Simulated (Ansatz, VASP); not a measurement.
One calculation of ZnSnN, two programs

File INCAR:

```
PREC     = Accurate       # precision mode
ENCUT    = 520            # plane-wave cutoff, eV
EDIFF    = 1E-6           # SCF threshold, eV
ISMEAR   = 0              # smearing method
SIGMA    = 0.1            # smearing width, eV
LREAL    = False          # projectors in reciprocal space
LASPH    = True           # aspherical terms in the spheres
NELM     = 60             # most SCF steps
ALGO     = Normal         # electronic algorithm
ISIF     = 2              # what is computed and relaxed
LWAVE    = False          # write WAVECAR
LCHARG   = False          # write CHGCAR
GGA      = PE             # functional
NBANDS   = 22             # bands
```

File KPOINTS:

```
regular mesh
0
Gamma
  6 6 4
```

The input POSCAR:

```
ZnSnN
1.0
    3.5533679400      0.0000000000      0.0000000000
    0.0000000000      3.5533679400      0.0000000000
    0.0000000000      0.0000000000      3.7477224000
Zn Sn N
1 1 1
Direct
    0.5000000000      0.5000000000      0.5000000000
    0.0000000000      0.0000000000      0.0000000000
    0.5000000000      0.5000000000      0.0000000000
```

Input for Ansatz:

```yaml
crystal:
  lattice:
    - [3.55336794, 0.0, 0.0]
    - [0.0, 3.55336794, 0.0]
    - [0.0, 0.0, 3.7477224]
  atoms:
    - { symbol: Zn, position: [0.5, 0.5, 0.5] }
    - { symbol: Sn, position: [0.0, 0.0, 0.0] }
    - { symbol: "N", position: [0.5, 0.5, 0.0] }
basis:
  ecutwfc: 420
kpoints:
  mp_grid: { grid: [6, 6, 4] }
hamiltonian:
  xc: pbe
scf:
  occupations: { method: gaussian, width: 0.1 }
  lower_state_search: "off"
output:
  forces: true
  stress: true
  eigenvalues: true
```

Change from the starting cell: species swapped into the MgNiH type (P4/mmm, No. 123).

Alike in both runs: task single point; functional PBE; k mesh 6 × 6 × 4; occupations gaussian, width 0.1 eV; no spin polarisation.

```csv
,VASP,Ansatz
version,VASP 6.6.1,Ansatz 0.2.0
potentials or method,"VASP PAW PBE potentials, release 64 (Zn, Sn_d, N), cutoff 520 eV","scalar-relativistic, plane waves, PAW"
valence electrons in the cell,31,31
```

Ansatz gave:

| Item | Value |
| --- | --- |
| gap on the k mesh at the Fermi level (eV) | none |
| pressure (GPa) | 8.9 |
| traceless stress, the component that is largest in VASP (GPa) | -1.01 |

Problem. Which values does VASP return?

Solution. gap on the k mesh at the Fermi level (eV): none; pressure (GPa): 9.4; traceless stress, the component that is largest in VASP (GPa): -0.19.

A gap of «none» marks a metal or a gap that the smearing closes. The functional is the same, so the differences come from potentials, cutoffs and numerics.

The k mesh is coarse, so the values compare programs but aren't converged.
